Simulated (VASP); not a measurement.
A run of VASP 6.6.1 is set up as follows.

File INCAR:

```
SYSTEM = CdF2
  PREC = Accurate
  ENCUT = 520
  EDIFF = 1E-6
  ISMEAR = 0
  SIGMA = 0.1
  LREAL = .FALSE.
  LASPH = .TRUE.
  NELM = 80
  ALGO = Normal
  ISIF = 2
  LWAVE = .FALSE.
  LCHARG = .FALSE.
  GGA = PE
  NBANDS = 35
```

The input KPOINTS:

```
Automatic mesh
0
G
  4 4 2
  0 0 0
```

Contents of POSCAR:

```
CdF2
1.0
    0.0000000000      0.0000000000      3.2956069518
    3.7806316244      0.0000000000      0.0000000000
    0.0000000000      7.5612632488      0.0000000000
Cd F
2 4
Direct
    0.0000000000      0.0000000000      0.0000000000
    0.0000000000      0.0000000000      0.5000000000
    0.3310550482      0.5000000000      0.0000000000
    0.3310550482      0.5000000000      0.5000000000
    0.6689449518      0.0000000000      0.2500000000
    0.6689449518      0.0000000000      0.7500000000
```

Potentials or basis: VASP PAW PBE potentials, release 64 (Cd, F).

The run is started by

```sh
$ cat potpaw_PBE.64/Cd/POTCAR potpaw_PBE.64/F/POTCAR > POTCAR
$ mpirun -np 1 vasp_std > vasp.out
```

Question: Predict the pressure.

Answer: 0.7 GPa.

Question: What does it give for the band gap on the k mesh?

Answer: 2.62 eV.

Question: Estimate the largest force.

Answer: 0.087 eV/Å.

Forces on the atoms (eV/Å):
```
Cd   0.000  0.000  0.000
Cd   0.000  0.000  0.000
F    0.000  0.000  0.087
F    0.000  0.000  0.087
F    0.000  0.000 -0.087
F    0.000  0.000 -0.087
```

Caveat: the k points lie up to 0.48 Å⁻¹ apart. A k mesh can miss the band edges.
